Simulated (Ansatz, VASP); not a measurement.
# Two plane-wave programs on Bi2BrClO4

```
CELL_PARAMETERS angstrom
3.91684 0.00000 0.00000
0.00000 3.91684 0.00000
0.00000 0.00000 9.05158
ATOMIC_POSITIONS crystal
Br 0.00000 0.00000 0.00000
O 0.50000 0.00000 0.84800
O 0.00000 0.50000 0.84800
O 0.50000 0.00000 0.15200
O 0.00000 0.50000 0.15200
Bi 0.50000 0.50000 0.71960
Bi 0.50000 0.50000 0.28040
Cl 0.00000 0.00000 0.50000
```

Alike in both runs: task relaxation of cell and atoms; functional PBE; k mesh 5 × 5 × 2; occupations fermi-dirac, width 0.1144 eV; no spin polarisation.

```csv
,VASP,Ansatz
version,VASP 6.6.1,Ansatz 0.2.0
potentials or method,"VASP PAW PBE potentials, release 64 (Br, O, Bi_d, Cl), cutoff 600 eV",PAW plane waves
valence electrons in the cell,68,68
```

|  | VASP | Ansatz | Ansatz less VASP |
| --- | --- | --- | --- |
| gap on the k mesh at the Fermi level, each at its own relaxed structure (eV) | none | none | - |
| relaxed volume (Å³/atom) | 17.85 | 17.91 | +0.052 |
| relaxed cell length with the largest relative difference (Å) | 9.218 | 9.239 | +0.0210 |

A gap of «none» marks a metal or a gap that the smearing closes.

Neither program's run includes spin-orbit coupling.
